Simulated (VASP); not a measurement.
Wanted: the native input for a VASP 6.6.1 run.

```yaml
Task: single point
Functional: r2SCAN
Potentials_or_basis: VASP PAW PBE potentials, release 64 (P, B)
Cutoff: 550 eV
k_mesh: 10 × 10 × 10
Occupations: fermi-dirac, width 0.05 eV
Spin: no spin polarisation
Dipole_correction: no
Further_INCAR_settings: ALGO = Normal; EDIFF = 1e-06; NBANDS = 11
```

BP:

```
P B
1.0
     0.00000    2.22268    2.22268
     2.22268    0.00000    2.22268
     2.22268    2.22268    0.00000
P B
1 1
Direct
  0.75000 0.75000 0.75000
  0.00000 0.00000 0.00000
```

These files were run (other wordings do the same):

POSCAR

```
BP
1.0
    0.0000000000      2.2226808807      2.2226808807
    2.2226808807      0.0000000000      2.2226808807
    2.2226808807      2.2226808807      0.0000000000
P B
1 1
Direct
    0.7500000000      0.7500000000      0.7500000000
    0.0000000000      0.0000000000      0.0000000000
```

INCAR.step1

```
SYSTEM = BP
PREC = Accurate ; ENCUT = 550
ISMEAR = -1 ; SIGMA = 0.05
LREAL = .False. ; LASPH = .True.
NELM = 120 ; NBANDS = 11
GGA = PE ; ALGO = Normal
EDIFF = 1E-5 ; LWAVE = .True.
LCHARG = .False. ; GGA_COMPAT = .False.
```

INCAR.step2

```
SYSTEM = BP
PREC = Accurate ; ENCUT = 550
EDIFF = 1E-6 ; ISMEAR = -1
SIGMA = 0.05 ; LREAL = .False.
LASPH = .True. ; NELM = 120
ALGO = Normal ; ISIF = 2
LWAVE = .False. ; LCHARG = .True.
METAGGA = R2SCAN ; LMIXTAU = .True.
LELF = .True. ; LVHAR = .True.
NBANDS = 11 ; ISTART = 1
GGA_COMPAT = .False.
```

KPOINTS

```
regular mesh
0
Gamma
  10 10 10
  0 0 0
```

Potentials or basis: VASP PAW PBE potentials, release 64 (P, B).

Command:

```sh
$ cat potpaw_PBE.64/P/POTCAR potpaw_PBE.64/B/POTCAR > POTCAR
$ cp INCAR.step1 INCAR
$ mpirun -np 1 vasp_std > vasp.out
$ cp INCAR.step2 INCAR
$ mpirun -np 1 vasp_std > vasp.out
```

Results of the run:

```
Pressure               : 11.0 GPa
Band gap on the k mesh : 1.36 eV (least direct gap 3.74 eV)
```

Caveat: the cell stands under pressure; the PAW data sets were made with another functional, which shifts forces and pressure a little.

It took 32 s on 1 thread of Intel(R) Xeon(R) Platinum 8488C (Sapphire Rapids), with other jobs on the host, peak memory 0.14 GiB.
